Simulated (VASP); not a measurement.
A run of VASP 6.6.1 is set up as follows.

INCAR

```
SYSTEM = MgO
PREC     = Accurate       ! precision mode
ENCUT    = 520            ! plane-wave cutoff, eV
EDIFF    = 1E-6           ! SCF threshold, eV
ISMEAR   = 0              ! smearing method
SIGMA    = 0.05           ! smearing width, eV
LREAL    = .False.        ! projectors in reciprocal space
LASPH    = .True.         ! aspherical terms in the spheres
NELM     = 80             ! most SCF steps
ALGO     = Normal         ! electronic algorithm
ISIF     = 2              ! what is computed and relaxed
LWAVE    = .False.        ! write WAVECAR
LCHARG   = .False.        ! write CHGCAR
GGA      = PS             ! functional
NBANDS   = 11             ! bands
```

File KPOINTS:

```
Automatic mesh
0
Gamma
  10 10 10
  0 0 0
```

POSCAR

```
MgO
1.0
    0.0000000000      2.1351500000      2.1351500000
    2.1351500000      0.0000000000      2.1351500000
    2.1351500000      2.1351500000      0.0000000000
Mg O
1 1
Direct
    0.0146359741     -0.0146359741      0.0146359741
    0.5000000000      0.5000000000      0.5000000000
```

Potentials or basis: VASP PAW PBE potentials, release 64 (Mg, O).

Run with:

```bash
$ cat potpaw_PBE.64/Mg/POTCAR potpaw_PBE.64/O/POTCAR > POTCAR
$ mpirun -np 1 vasp_std > vasp.out
```

(1) Estimate the pressure.

(2) Predict the largest force.

Results:

(1) -6.0 GPa.

(2) 0.284 eV/Å.

Caveat: the cell differs from its parent crystal (all Mg atoms moved +0.062 Å, as atom 1 along Cartesian [0 1 0]); the PAW data sets were made with another functional, which shifts forces and pressure a little.
